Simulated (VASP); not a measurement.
Wanted: the native input for a VASP 6.6.1 run.

| Item | Value |
| --- | --- |
| Task | single point |
| Functional | r2SCAN |
| Potentials or basis | VASP PAW PBE potentials, release 64 (Hf_pv, Si) |
| Cutoff | 520 eV |
| k mesh | 4 × 8 × 6 |
| Occupations | fermi-dirac, width 0.1 eV |
| Spin | no spin polarisation |
| Dipole correction | no |
| Further INCAR settings | ALGO = Normal; EDIFF = 1e-06; NBANDS = 38 |

The system is HfSi.

```xyz
8
Lattice="6.8659 0.0000 0.0000 0.0000 3.7718 0.0000 0.0000 0.0000 5.2283" Properties=species:S:1:pos:R:3 pbc="T T T"
Hf    1.2035    0.9430    0.6559
Hf    2.2295    2.8289    3.2700
Hf    4.6364    0.9430    1.9583
Hf    5.6624    2.8289    4.5724
Si    0.2938    0.9430    3.3400
Si    3.1391    2.8289    0.7258
Si    3.7268    0.9430    4.5024
Si    6.5721    2.8289    1.8883
```

These files were run (other wordings do the same):

POSCAR

```
HfSi
1.0
    6.8658974573      0.0000000000      0.0000000000
    0.0000000000      3.7718146902      0.0000000000
    0.0000000000      0.0000000000      5.2282859970
Hf Si
4 4
Direct
    0.1752821089      0.2500000000      0.1254435810
    0.3247178911      0.7500000000      0.6254435810
    0.6752821089      0.2500000000      0.3745564190
    0.8247178911      0.7500000000      0.8745564190
    0.0427963996      0.2500000000      0.6388301197
    0.4572036004      0.7500000000      0.1388301197
    0.5427963996      0.2500000000      0.8611698803
    0.9572036004      0.7500000000      0.3611698803
```

INCAR.step1

```
ALGO = Normal ; EDIFF = 1E-4
ENCUT = 520 ; GGA = PE
ISMEAR = -1 ; LASPH = True
LCHARG = False ; LREAL = False
LWAVE = True ; NBANDS = 38
NELM = 60 ; PREC = Accurate
SIGMA = 0.1
```

INCAR.step2

```
ALGO = Normal ; EDIFF = 1E-6
ENCUT = 520 ; ISIF = 2
ISMEAR = -1 ; ISTART = 1
LASPH = True ; LCHARG = False
LMIXTAU = True ; LREAL = False
LWAVE = False ; METAGGA = R2SCAN
NBANDS = 38 ; NELM = 60
PREC = Accurate ; SIGMA = 0.1
```

KPOINTS

```
k-points
0
Gamma
  4 8 6
```

Potentials or basis: VASP PAW PBE potentials, release 64 (Hf_pv, Si).

Run with:

```bash
$ cat potpaw_PBE.64/Hf_pv/POTCAR potpaw_PBE.64/Si/POTCAR > POTCAR
$ cp INCAR.step1 INCAR
$ mpirun -np 1 vasp_std > vasp.out
$ cp INCAR.step2 INCAR
$ mpirun -np 1 vasp_std > vasp.out
```

Results of the run:

```
Pressure               : -0.4 GPa
Largest force          : 0.006 eV/Å
Band gap on the k mesh : zero (bands 28 and 29 overlap by 0.22 eV)
```

Caveat: the PAW data sets were made with another functional, which shifts forces and pressure a little; spin-orbit coupling is left out, which moves the levels of the heavy elements.

Run time: 7.8 min on 1 thread of Intel(R) Xeon(R) 6975P-C (Granite Rapids), with other jobs on the host, peak memory 0.41 GiB.
